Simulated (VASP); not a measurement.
Input of a VASP 6.6.1 run:

File INCAR:

```
ALGO = Normal ; EDIFF = 1E-6
ENCUT = 520 ; GGA = PS
ISIF = 2 ; ISMEAR = -1
LASPH = T ; LCHARG = F
LREAL = F ; LWAVE = F
NBANDS = 16 ; NELM = 80
PREC = Accurate ; SIGMA = 0.05
```

KPOINTS

```
k-points
0
Gamma
  10 10 6
```

File POSCAR:

```
Rb
1.0
    4.4207880885      0.0000000000      0.0000000000
   -2.2103940443      3.8285147894      0.0000000000
    0.0000000000      0.0000000000      7.1590420118
Rb
2
Direct
    0.3333333333      0.6666666667      0.2500000000
    0.6666666667      0.3333333333      0.7500000000
```

Potentials or basis: VASP PAW PBE potentials, release 64 (Rb_sv).

Launch:

```console
$ cat potpaw_PBE.64/Rb_sv/POTCAR > POTCAR
$ mpirun -np 1 vasp_std > vasp.out
```

(1) Estimate the pressure.

(2) What does it give for the band gap on the k mesh?

Results:

(1) 2.0 GPa.

(2) zero (bands 9 and 10 overlap by 2.42 eV).

Caveat: the PAW data sets were made with another functional, which shifts forces and pressure a little.
